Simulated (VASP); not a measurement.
The system is KCl.

```
K Cl
1.0
     0.00000    3.14485    3.14485
     3.14485    0.00000    3.14485
     3.14485    3.14485    0.00000
K Cl
1 1
Direct
  0.00000 0.00000 0.00000
  0.50000 0.50000 0.50000
```

Program: VASP 6.6.1. Alike in all runs: potentials or basis VASP PAW PBE potentials, release 64 (K_sv, Cl); no spin polarisation; cell as given; cutoff (eV) 520. Hardware: 1 thread of Intel(R) Xeon(R) Platinum 8175M CPU @ 2.50GHz (Skylake/Cascade Lake), on a shared host.

Question: Order these runs on this cell by their wall time, lowest first.
A. task dielectric tensor; level r2SCAN; k mesh 6 × 6 × 6; smearing gaussian 0.01 eV
B. task single point; level PBE; k mesh 8 × 8 × 8; smearing fermi-dirac 0.02 eV
C. task single point; level PBE; k mesh 4 × 4 × 4; smearing gaussian 0.01 eV
D. task single point; level r2SCAN; k mesh 8 × 8 × 8; smearing gaussian 0.01 eV

Answer: C (12 s), B (26 s), D (140 s), A (2400 s).

Caveats: some runs use coarse meshes.
